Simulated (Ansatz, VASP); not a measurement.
# One calculation of TaAl5N6, two programs

File INCAR:

```
SYSTEM = TaAl5N6
ALGO     = Normal         ! electronic algorithm
EDIFF    = 1E-6           ! SCF threshold, eV
ENCUT    = 520            ! plane-wave cutoff, eV
GGA      = PE             ! functional
ISIF     = 2              ! what is computed and relaxed
ISMEAR   = 0              ! smearing method
LASPH    = .TRUE.         ! aspherical terms in the spheres
LCHARG   = .FALSE.        ! write CHGCAR
LREAL    = .FALSE.        ! projectors in reciprocal space
LWAVE    = .FALSE.        ! write WAVECAR
NBANDS   = 40             ! bands
NELM     = 100            ! most SCF steps
PREC     = Accurate       ! precision mode
SIGMA    = 0.1            ! smearing width, eV
```

KPOINTS

```
k-points
0
G
  6 6 4
  0 0 0
```

File POSCAR:

```
TaAl5N6
1.0
    5.4441613900      0.0000000000      0.0000000000
   -2.7220806900      4.7147820600      0.0000000000
    0.0000000000      0.0000000000      6.0996422500
Ta Al N
1 5 6
Direct
    0.6666666700      0.3333333300      0.5000000000
    0.0000000000      0.0000000000      0.7500000000
    0.0000000000      0.0000000000      0.2500000000
    0.3333333300      0.6666666700      0.0000000000
    0.3333333300      0.6666666700      0.5000000000
    0.6666666700      0.3333333300      0.0000000000
    0.5000000000      0.0000000000      0.7500000000
    0.5000000000      0.0000000000      0.2500000000
    0.5000000000      0.5000000000      0.7500000000
    0.5000000000      0.5000000000      0.2500000000
    0.0000000000      0.5000000000      0.7500000000
    0.0000000000      0.5000000000      0.2500000000
```

Input for Ansatz:

```yaml
crystal:
  lattice:
    - [5.44416139, 0.0, 0.0]
    - [-2.72208069, 4.71478206, 0.0]
    - [0.0, 0.0, 6.09964225]
  atoms:
    - { symbol: Ta, position: [0.66666667, 0.33333333, 0.5] }
    - { symbol: Al, position: [0.0, 0.0, 0.75] }
    - { symbol: Al, position: [0.0, 0.0, 0.25] }
    - { symbol: Al, position: [0.33333333, 0.66666667, 0.0] }
    - { symbol: Al, position: [0.33333333, 0.66666667, 0.5] }
    - { symbol: Al, position: [0.66666667, 0.33333333, 0.0] }
    - { symbol: "N", position: [0.5, 0.0, 0.75] }
    - { symbol: "N", position: [0.5, 0.0, 0.25] }
    - { symbol: "N", position: [0.5, 0.5, 0.75] }
    - { symbol: "N", position: [0.5, 0.5, 0.25] }
    - { symbol: "N", position: [0.0, 0.5, 0.75] }
    - { symbol: "N", position: [0.0, 0.5, 0.25] }
basis:
  ecutwfc: 420
kpoints:
  mp_grid: { grid: [6, 6, 4] }
hamiltonian:
  xc: pbe
scf:
  occupations: { method: gaussian, width: 0.1 }
  lower_state_search: "off"
output:
  forces: true
  stress: true
  eigenvalues: true
```

Alike in both runs: task single point; functional PBE; k mesh 6 × 6 × 4; occupations gaussian, width 0.1 eV; no spin polarisation.

```csv
,VASP,Ansatz
version,VASP 6.6.1,Ansatz 0.2.0
potentials or method,"VASP PAW PBE potentials, release 64 (Ta_pv, Al, N), cutoff 520 eV","scalar-relativistic, plane waves, PAW"
valence electrons in the cell,56,58
```

```csv
,VASP,Ansatz,Ansatz less VASP
gap on the k mesh at the Fermi level (eV),none,none,-
pressure (GPa),-26.1,-26.1,-0.01
"traceless stress, the component that is largest in VASP (GPa)",-23.31,-23.36,-0.047
rms of the force components (eV/Å),0.100,0.104,+0.0037
```

Atom by atom the forces differ by 0.011 eV/Å (rms over components). A gap of «none» marks a metal or a gap that the smearing closes. VASP's potentials hold 56 valence electrons a cell and Ansatz's 58, so a difference there can come from the potentials and not from the codes.

Neither program's run includes spin-orbit coupling.
